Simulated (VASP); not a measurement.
Here is a VASP 6.6.1 calculation.

File INCAR:

```
SYSTEM = W4N
ALGO = Normal
DIPOL = 0.5 0.5 0.341
EDIFF = 1E-6
ENCUT = 520
GGA_COMPAT = .FALSE.
IDIPOL = 3
ISIF = 2
ISMEAR = 0
LASPH = .TRUE.
LCHARG = .TRUE.
LDIPOL = .TRUE.
LELF = .TRUE.
LREAL = .FALSE.
LVACPOTAV = .TRUE.
LVHAR = .TRUE.
LWAVE = .FALSE.
NBANDS = 38
NELM = 120
NELMDL = -8
PREC = Accurate
SIGMA = 0.1
```

Contents of KPOINTS:

```
k-points
0
G
  9 7 1
  0 0 0
```

The input POSCAR:

```
W4N
1.0
    2.8093052383      0.0000000000      0.0000000000
    0.0000000000      3.9729575688      0.0000000000
    0.0000000000      0.0000000000     19.4074369602
W N
4 1
Direct
    0.5000000000      0.5000000000      0.2061065564
    0.0000000000      0.0000000000      0.2784835849
    0.5000000000      0.5000000000      0.3501454747
    0.0000000000      0.0000000000      0.4074436504
    0.3333333333      0.2500000000      0.4618441588
```

Potentials or basis: VASP PAW LDA potentials, release 64 (W_sv, N).

Run with:

```bash
$ cat potpaw_LDA.64/W_sv/POTCAR potpaw_LDA.64/N/POTCAR > POTCAR
$ mpirun -np 1 vasp_std > vasp.out
```

Q: What does it give for the largest force?

A: 4.877 eV/Å.

Forces in eV/Å, atoms in the order of the input:
```
W    0.146  0.160  2.153
W    0.358  0.306 -3.869
W   -0.854 -0.278 -1.080
W   -3.565 -2.170  2.525
N    3.915  1.982  0.271
```
